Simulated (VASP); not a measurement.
# Ge (P6_3/mmc) in VASP: notebook

The runs below take Ge through relaxation of cell and atoms, single point, with PBEsol.

Everything below comes from runs of VASP 6.6.1. Logs are shortened: lines on timing, memory, paths and dates and some standing lists are left out, and cuts for length are marked.

## Step 1: The cell of the first run

Symmetry: P6_3/mmc, No. 194, hexagonal system. Conventional cell: a = 3.998 Å, b = 3.998 Å, c = 6.599 Å, α = 90.00°, β = 90.00°, γ = 120.00°. Ge (site symmetry 3m) has 4 Ge at 2.45 to 2.47 Å within 3.2 Å.

This isn't the form of Ge at room conditions, which is diamond.

## Step 2: Relaxation of cell and atoms, PBEsol

Input file INCAR:

```
  PREC = Accurate
  ENCUT = 600
  EDIFF = 1E-7
  ISMEAR = 0
  SIGMA = 0.01
  LREAL = False
  LASPH = True
  NELM = 80
  ALGO = Normal
  ISIF = 3
  LWAVE = False
  LCHARG = False
  GGA = PS
  IBRION = 2
  NSW = 100
  EDIFFG = -0.005
```

Input file KPOINTS:

```
Automatic mesh
0
Gamma
  12 12 6
```

Input file POSCAR:

```
Ge
1.0
    3.9975858431      0.0000000000      0.0000000000
   -1.9987929216      3.4620108940      0.0000000000
    0.0000000000      0.0000000000      6.5993779500
Ge
4
Direct
    0.6666666700      0.3333333300      0.0629012500
    0.3333333300      0.6666666700      0.5629012500
    0.6666666700      0.3333333300      0.4370987500
    0.3333333300      0.6666666700      0.9370987500
```

Potentials or basis: VASP PAW PBE potentials, release 64 (Ge_d).

The run is started by

```bash
$ cat potpaw_PBE.64/Ge_d/POTCAR > POTCAR
$ mpirun -np 1 vasp_std > vasp.out
```

OUTCAR:

```text
PREC = Accurate
   ENCUT = 600
   EDIFF = 1E-7
   ISMEAR = 0
   LREAL = False
   LASPH = True
   NELM = 80
   ISIF = 3
   GGA = PS
   IBRION = 2
   NSW = 100
   EDIFFG = -0.005

 ion  position               nearest neighbor table
   1  0.667  0.333  0.063-   4 2.45   4 2.45   4 2.45   3 2.47
   2  0.333  0.667  0.563-   3 2.45   3 2.45   3 2.45   4 2.47
   3  0.667  0.333  0.437-   2 2.45   2 2.45   2 2.45   1 2.47
   4  0.333  0.667  0.937-   1 2.45   1 2.45   1 2.45   2 2.47

  LATTYP: Found a hexagonal cell.
 ALAT       =     3.9975858431
 C/A-ratio  =     1.6508408347

  Lattice vectors:

 A1 = (   3.9975858431,   0.0000000000,   0.0000000000)
 A2 = (  -1.9987929216,   3.4620108940,   0.0000000000)
 A3 = (   0.0000000000,   0.0000000000,   6.5993779500)

Analysis of symmetry for initial positions (statically):
=====================================================================
 Subroutine PRICEL returns:
 Original cell was already a primitive cell.

 Routine SETGRP: Setting up the symmetry group for a
 hexagonal supercell.

 Subroutine GETGRP returns: Found 24 space group operations
 (whereof 12 operations were pure point group operations)
 out of a pool of 24 trial point group operations.

The static configuration has the point symmetry D_3d.
 The point group associated with its full space group is D_6h.

Analysis of symmetry for dynamics (positions and initial velocities):
=====================================================================
 Subroutine PRICEL returns:
 Original cell was already a primitive cell.

 Routine SETGRP: Setting up the symmetry group for a
 hexagonal supercell.

 Subroutine GETGRP returns: Found 24 space group operations
 (whereof 12 operations were pure point group operations)
 out of a pool of 24 trial point group operations.

The dynamic configuration has the point symmetry D_3d.
 The point group associated with its full space group is D_6h.

 Subroutine INISYM returns: Found 24 space group operations
 (whereof 12 operations are pure point group operations),
 and found     1 'primitive' translations

----------------------------------------------------------------------------------------

                                     Primitive cell

  volume of cell :      91.3333

  direct lattice vectors                    reciprocal lattice vectors
     3.997585843  0.000000000  0.000000000     0.250150976  0.144424733  0.000000000
    -1.998792922  3.462010894  0.000000000     0.000000000  0.288849467  0.000000000
     0.000000000  0.000000000  6.599377950     0.000000000  0.000000000  0.151529433

  length of vectors
     3.997585843  3.997585843  6.599377950     0.288849467  0.288849467  0.151529433

  position of ions in fractional coordinates (direct lattice)
     0.666666670  0.333333330  0.062901250
     0.333333330  0.666666670  0.562901250
     0.666666670  0.333333330  0.437098750
     0.333333330  0.666666670  0.937098750

  ion indices of the primitive-cell ions
   primitive index   ion index
                 1           1
                 2           2
                 3           3
                 4           4

----------------------------------------------------------------------------------------

 KPOINTS: Automatic mesh

Automatic generation of k-mesh.
 Grid dimensions read from file:
 generate k-points for:   12   12    6

 Generating k-lattice:

  Cartesian coordinates                     Fractional coordinates (reciprocal lattice)
     0.020845915  0.012035394  0.000000000     0.083333333  0.000000000  0.000000000
     0.000000000  0.024070789  0.000000000     0.000000000  0.083333333  0.000000000
     0.000000000  0.000000000  0.025254906     0.000000000  0.000000000  0.166666667

  Length of vectors
     0.024070789  0.024070789  0.025254906

  Shift w.r.t. Gamma in fractional coordinates (k-lattice)
     0.000000000  0.000000000  0.000000000

 Subroutine IBZKPT returns following result:
 ===========================================

 Found     76 irreducible k-points:

 Following reciprocal coordinates:
            Coordinates               Weight
  0.000000  0.000000  0.000000      1.000000
  0.083333  0.000000  0.000000      6.000000
  0.166667 -0.000000  0.000000      6.000000
  0.250000 -0.000000  0.000000      6.000000
  0.333333  0.000000  0.000000      6.000000
  0.416667  0.000000  0.000000      6.000000
[... 16 lines left out ...]
  0.250000 -0.000000  0.166667     12.000000
  0.333333  0.000000  0.166667     12.000000
 [... further k-points ...]
   k-points           NKPTS =     76   k-points in BZ     NKDIM =     76   number of bands    NBANDS=     33
   number of dos      NEDOS =    301   number of ions     NIONS =      4
   total plane-waves  NPLWV =  55296
   dimension x,y,z NGX =    32 NGY =   32 NGZ =   54
   dimension x,y,z NGXF=    64 NGYF=   64 NGZF=  108
   ions per type =               4
   NGX,Y,Z   is equivalent  to a cutoff of  13.31, 13.31, 13.60 a.u.
   NGXF,Y,Z  is equivalent  to a cutoff of  26.62, 26.62, 27.21 a.u.
 SYSTEM =  unknown system
   PREC   = accura    normal or accurate (medium, high low for compatibility)
   ISTART =      0    job   : 0-new  1-cont  2-samecut
   ICHARG =      2    charge: 1-file 2-atom 10-const
   ISPIN  =      1    spin polarized calculation?
   LNONCOLLINEAR =      F non collinear calculations
   LSORBIT =      F    spin-orbit coupling
   LASPH  =      T    aspherical Exc in radial PAW
   ENCUT  =  600.0 eV  44.10 Ry    6.64 a.u.   7.98  7.98 13.18*2*pi/ulx,y,z
   NELM   =     80;   NELMIN=  2; NELMDL= -5     # of ELM steps
   EDIFF  = 0.1E-06   stopping-criterion for ELM
   LREAL  =      F    real-space projection
   EDIFFG = -.5E-02   stopping-criterion for IOM
   NSW    =    100    number of steps for IOM
   IBRION =      2    ionic relax: 0-MD 1-quasi-New 2-CG
   NFREE  =      1    steps in history (QN), initial steepest desc. (CG)
   ISIF   =      3    stress and relaxation
   ISYM   =      2    0-nonsym 1-usesym 2-fastsym
   POTIM  = 0.5000    time-step for ionic-motion
   TEBEG  =    0.0;   TEEND  =   0.0 temperature during run
   PSTRESS=    0.0 pullay stress
   NELECT =      56.0000    total number of electrons
   NUPDOWN=      -1.0000    fix difference up-down
   EMIN   =  10.00;   EMAX   =-10.00  energy-range for DOS
   EFERMI =   0.00;   METHOD = LEGACY
   ISMEAR =     0;   SIGMA  =   0.01  broadening in eV -4-tet -1-fermi 0-gaus
   EFERMI_NEDOS =   21; number of points for ismear=-14 and -15
   IALGO  =     38    algorithm
   IMIX   =      4    mixing-type and parameters
     AMIX     =   0.40;   BMIX     =  1.00
     AMIX_MAG =   1.60;   BMIX_MAG =  1.00
  volume/ion in A,a.u.               =      22.83       154.09
  Fermi-wavevector in a.u.,A,eV,Ry     =   1.390789  2.628209 26.317650  1.934293
  Thomas-Fermi vector in A             =   2.514690
   LORBIT       =      0    0 simple, 1 ext, 2 COOP (PROOUT), +10 PAW based schemes
   GGA     = PS    functional components
   LHFCALC =     F    Hartree Fock is set to
   AEXX    =    0.0000 exact exchange contribution
   IVDW    =     0    specifies the selected vdW correction
   LEPSILON=     F    determine dielectric tensor
   LRPA    =     F    only Hartree local field effects (RPA)
 conjugate gradient relaxation of ions
 non-spin polarized calculation
 Gauss-broadening in eV      SIGMA  =   0.01
  energy-cutoff  :      600.00
  volume of cell :       91.33
 maximum number of plane-waves:      3070
 NGX is ok and might be reduce to    32
   NGX = 15   NGY = 15   NGZ = 27

--------------------------------------- Ionic step        1  -------------------------------------------

 number of electron      55.9999987 magnetization

 Free energy of the ion-electron system (eV)
  ---------------------------------------------------
  ext. energy  EPLUGINS =         0.00000000
  ---------------------------------------------------
  free energy    TOTEN  =       -19.68440270 eV

  energy without entropy =      -19.68435994  energy(sigma->0) =      -19.68438132

------------------------ aborting loop because EDIFF is reached ----------------------------------------

  FORCE on cell =-STRESS in cart. coord.  units (eV):
  Direction    XX          YY          ZZ          XY          YZ          ZX
  --------------------------------------------------------------------------------------
  -------------------------------------------------------------------------------------
  Total       -0.0347627     -0.0347627     -0.1015337      0.0000000      0.0000000      0.0000000
  in kB       -0.6098109     -0.6098109     -1.7811130      0.0000000      0.0000000      0.0000000
  external PRESSURE =      -1.0002449 kB  Pullay stress =       0.0000000 kB

 VOLUME and BASIS-vectors are now :
 -----------------------------------------------------------------------------
  energy-cutoff  :      600.00
  volume of cell :       91.33
      direct lattice vectors                 reciprocal lattice vectors
     3.997585843  0.000000000  0.000000000     0.250150976  0.144424733  0.000000000
    -1.998792922  3.462010894  0.000000000     0.000000000  0.288849467  0.000000000
     0.000000000  0.000000000  6.599377950     0.000000000  0.000000000  0.151529433
[... 115 lines left out ...]
 POSITION                                       TOTAL-FORCE (eV/Angst)
 -----------------------------------------------------------------------------------
      1.99797      1.15353      0.41458         0.000000     -0.000000     -0.008783
     -0.00000      2.30706      3.71031        -0.000000     -0.000000     -0.008783
      1.99797      1.15353      2.88115         0.000000      0.000000      0.008783
     -0.00000      2.30706      6.17688        -0.000000      0.000000      0.008783
 -----------------------------------------------------------------------------------
    total drift:                               -0.000014      0.000008     -0.000003

  FREE ENERGIE OF THE ION-ELECTRON SYSTEM (eV)
  ---------------------------------------------------
  free  energy   TOTEN  =       -19.6844343478 eV

  energy  without entropy=      -19.6844076352  energy(sigma->0) =      -19.68442099

--------------------------------------- Ionic step        5  -------------------------------------------

 number of electron      55.9999988 magnetization

 Free energy of the ion-electron system (eV)
  ---------------------------------------------------
  ext. energy  EPLUGINS =         0.00000000
  ---------------------------------------------------
  free energy    TOTEN  =       -19.68443989 eV

  energy without entropy =      -19.68441387  energy(sigma->0) =      -19.68442688

 E-fermi :   4.8150     XC(G=0): -10.0935

 val. band max:        4.8078812034   @ k =   0.0833   0.0000   0.0000
 cond. band min:       4.8346129766   @ k =   0.0000   0.0000   0.0000
 fundamental gap:      0.0267317732
 Fermi energy:         4.8149897165

 k-point     1 :       0.0000    0.0000    0.0000
  band No.  band energies     occupation
      1     -19.9935      2.00000
      2     -19.9935      2.00000
      3     -19.9555      2.00000
      4     -19.9550      2.00000
      5     -19.9550      2.00000
      6     -19.9419      2.00000
[... 853 lines left out ...]
     32       8.8097      0.00000
     33       9.4499      0.00000

 [... further k-points ...]

------------------------ aborting loop because EDIFF is reached ----------------------------------------

  FORCE on cell =-STRESS in cart. coord.  units (eV):
  Direction    XX          YY          ZZ          XY          YZ          ZX
  --------------------------------------------------------------------------------------
  -------------------------------------------------------------------------------------
  Total        0.0169465      0.0169465     -0.0011415     -0.0000000     -0.0000000      0.0000000
  in kB        0.2979488      0.2979488     -0.0200700     -0.0000000     -0.0000000      0.0000000
  external PRESSURE =       0.1919426 kB  Pullay stress =       0.0000000 kB

 VOLUME and BASIS-vectors are now :
 -----------------------------------------------------------------------------
  energy-cutoff  :      600.00
  volume of cell :       91.13
      direct lattice vectors                 reciprocal lattice vectors
     3.995647873  0.000000000 -0.000000000     0.250272304  0.144494782 -0.000000000
    -1.997823936  3.460332562  0.000000000    -0.000000000  0.288989564  0.000000000
     0.000000000 -0.000000000  6.590879952     0.000000000  0.000000000  0.151724809

 POSITION                                       TOTAL-FORCE (eV/Angst)
 -----------------------------------------------------------------------------------
      1.99782      1.15344      0.41412         0.000000      0.000000      0.000746
     -0.00000      2.30689      3.70956        -0.000000      0.000000      0.000746
      1.99782      1.15344      2.88132        -0.000000     -0.000000     -0.000746
     -0.00000      2.30689      6.17676        -0.000000      0.000000     -0.000746
 -----------------------------------------------------------------------------------
    total drift:                               -0.000014      0.000008     -0.000003

  FREE ENERGIE OF THE ION-ELECTRON SYSTEM (eV)
  ---------------------------------------------------
  free  energy   TOTEN  =       -19.6844398949 eV

  energy  without entropy=      -19.6844138682  energy(sigma->0) =      -19.68442688

 reached required accuracy - stopping structural energy minimisation
```

Run time: 4.4 min. Hardware: 1 thread of Intel Xeon 6975P-C (Granite Rapids), shared host; peak memory 0.36 GiB.

What came out:

* Free energy: -19.6844 eV
* Relaxed volume: 22.78 Å³/atom
* Relaxed cell: a = 3.996 Å, b = 3.996 Å, c = 6.591 Å, α = 90.00°, β = 90.00°, γ = 120.00°
* Space group after relaxing (to 0.1 Å): P6_3/mmc (No. 194)
* Energy gained by relaxing: 0.0 meV/atom
* Ionic steps: 5
* Pressure after relaxing: 0.0 GPa
* Band gap on the k mesh: zero (bands 28 and 29 overlap by 0.03 eV)

Final structure:
```cif
data_structure
_symmetry_space_group_name_H-M 'P 1'
_symmetry_Int_Tables_number 1
_cell_length_a 3.9956
_cell_length_b 3.9956
_cell_length_c 6.5909
_cell_angle_alpha 90.000
_cell_angle_beta 90.000
_cell_angle_gamma 120.000
_cell_volume 91.13
loop_
_atom_site_label
_atom_site_type_symbol
_atom_site_fract_x
_atom_site_fract_y
_atom_site_fract_z
_atom_site_occupancy
Ge1 Ge 0.66667 0.33333 0.06283 1
Ge2 Ge 0.33333 0.66667 0.56283 1
Ge3 Ge 0.66667 0.33333 0.43717 1
Ge4 Ge 0.33333 0.66667 0.93717 1
```

Caveat: semilocal functionals underestimate gaps, and a narrow one can read as zero; the PAW data sets were made with another functional, which shifts forces and pressure a little.

## Step 3: Single point, PBEsol (biaxial strain in the a-b plane: +1.5 %, then relaxed in part)

Input file INCAR:

```
SYSTEM = Ge
PREC = Accurate
ENCUT = 520
EDIFF = 1E-6
ISMEAR = 0
SIGMA = 0.1
LREAL = .False.
LASPH = .True.
NELM = 80
ALGO = Normal
ISIF = 2
LWAVE = .False.
LCHARG = .False.
GGA = PS
NBANDS = 36
```

Input file KPOINTS:

```
regular mesh
0
Gamma
  18 18 8
  0 0 0
```

Input file POSCAR:

```
Ge
1.0
    4.0569223797      0.0000000000      0.0000000000
   -2.0284611899      3.5133978420      0.0000000000
    0.0000000000      0.0000000000      6.5684708072
Ge
4
Direct
    0.6666666667      0.3333333333      0.0616305057
    0.3333333333      0.6666666667      0.5616305057
    0.6666666667      0.3333333333      0.4383694943
    0.3333333333      0.6666666667      0.9383694943
```

Potentials or basis: VASP PAW PBE potentials, release 64 (Ge_d).

The run is started by

```bash
$ cat potpaw_PBE.64/Ge_d/POTCAR > POTCAR
$ mpirun -np 1 vasp_std > vasp.out
```

Run time: 14 min. Hardware: 1 thread of Intel Xeon 8259CL, shared host; peak memory 0.52 GiB.

The run converged. Its results:

- Free energy: -19.6631 eV
- Pressure: -1.7 GPa
- Band gap on the k mesh: zero (bands 28 and 29 overlap by 0.22 eV)

Stress tensor (GPa, compression positive):
```
-2.51  0.00  0.00
 0.00 -2.51  0.00
 0.00  0.00 -0.09
```

Levels at points of the mesh, in eV from the Fermi level:
```
           k point  band 25  band 26  band 27  band 28  band 29  band 30  band 31  band 32
(0.00, 0.00, 0.00)    -1.54    -0.41    -0.22    -0.05     0.09     0.09     2.17     2.17
(0.50, 0.00, 0.00)    -4.47    -3.06    -2.72    -1.40     0.39     1.59     3.60     3.67
(0.00, 0.00, 0.50)    -0.91    -0.91    -0.91    -0.91     0.41     0.41     3.28     3.28
(0.50, 0.00, 0.50)    -2.40    -2.40    -2.39    -2.39     0.50     0.50     2.10     2.10
```

Caveat: the cell differs from its parent crystal (biaxial strain in the a-b plane: +1.5 %, then relaxed in part); semilocal functionals underestimate gaps, and a narrow one can read as zero; the PAW data sets were made with another functional, which shifts forces and pressure a little.

## Step 4: Single point, PBEsol (biaxial strain in the a-b plane: +3.0 %)

Input file INCAR:

```
PREC = Accurate ; ENCUT = 520
EDIFF = 1E-6 ; ISMEAR = 0
SIGMA = 0.1 ; LREAL = F
LASPH = T ; NELM = 100
ALGO = Normal ; ISIF = 2
LWAVE = F ; LCHARG = F
GGA = PS ; NBANDS = 36
```

Input file KPOINTS:

```
regular mesh
0
Gamma
  18 18 8
```

Input file POSCAR:

```
Ge
1.0
    4.1168768976      0.0000000000      0.0000000000
   -2.0584384488      3.5653199776      0.0000000000
    0.0000000000      0.0000000000      6.4776305723
Ge
4
Direct
    0.6666666667      0.3333333333      0.0616305057
    0.3333333333      0.6666666667      0.5616305057
    0.6666666667      0.3333333333      0.4383694943
    0.3333333333      0.6666666667      0.9383694943
```

The run is started by

```bash
$ cat potpaw_PBE.64/Ge_d/POTCAR > POTCAR
$ mpirun -np 1 vasp_std > vasp.out
```

Wall time 9.3 min (1 thread of Intel Xeon 8259CL, shared host); peak memory 0.53 GiB.

It converged, with:

- Free energy: -19.5928 eV
- Pressure: -2.4 GPa
- Largest force: 0.269 eV/Å
- Band gap on the k mesh: zero (bands 28 and 29 overlap by 0.29 eV)

Forces in eV/Å, atoms in the order of the input:
```
Ge   0.000  0.000 -0.269
Ge   0.000  0.000 -0.269
Ge   0.000  0.000  0.269
Ge   0.000  0.000  0.269
```

Stress tensor (GPa, compression positive):
```
-4.70  0.00  0.00
 0.00 -4.70  0.00
 0.00  0.00  2.18
```

Levels at points of the mesh, in eV from the Fermi level:
| k point | band 26 | band 27 | band 28 | band 29 | band 30 | band 31 |
| --- | --- | --- | --- | --- | --- | --- |
| (0.00, 0.00, 0.00) | -0.60 | -0.26 | 0.02 | 0.19 | 0.19 | 2.10 |
| (0.50, 0.00, 0.00) | -3.00 | -2.63 | -1.22 | 0.37 | 1.71 | 3.62 |
| (0.00, 0.00, 0.50) | -0.89 | -0.89 | -0.89 | 0.32 | 0.32 | 3.27 |
| (0.50, 0.00, 0.50) | -2.30 | -2.20 | -2.20 | 0.59 | 0.59 | 2.29 |

Caveat: the cell differs from its parent crystal (biaxial strain in the a-b plane: +3.0 %); the stress differs along the axes, from -5 to 2 GPa; semilocal functionals underestimate gaps, and a narrow one can read as zero; the PAW data sets were made with another functional, which shifts forces and pressure a little.

## Step 5: Summary

| task | cell | k mesh | cutoff (eV) | smearing | gap on the mesh (eV) | pressure (GPa) |
| --- | --- | --- | --- | --- | --- | --- |
| relaxation of cell and atoms | relaxed from a = 3.998, b = 3.998, c = 6.599 Å, angles 90.0, 90.0, 120.0°, 4 atoms, atomic positions A | 12 × 12 × 6 | 600 | gaussian 0.01 eV | none | 0.0 |
| single point | a = 4.057, b = 4.057, c = 6.568 Å, angles 90.0, 90.0, 120.0°, 4 atoms, atomic positions B | 18 × 18 × 8 | 520 | gaussian 0.1 eV | none | -1.7 |
| single point | a = 4.117, b = 4.117, c = 6.478 Å, angles 90.0, 90.0, 120.0°, 4 atoms, atomic positions B | 18 × 18 × 8 | 520 | gaussian 0.1 eV | none | -2.4 |

Alike in all rows: level PBEsol; potentials or basis VASP PAW PBE potentials, release 64 (Ge_d); no spin polarisation.

Caveats: semilocal functionals underestimate gaps, and a narrow one can read as zero; the PAW data sets were made with another functional, which shifts forces and pressure a little; the stress differs along the axes, from -5 to 2 GPa (at least some runs).

Total energies depend on the potentials used, so only differences within one code and one set of settings carry meaning.

The gap in the log of VASP goes by the Fermi energy; the results here count the filled bands.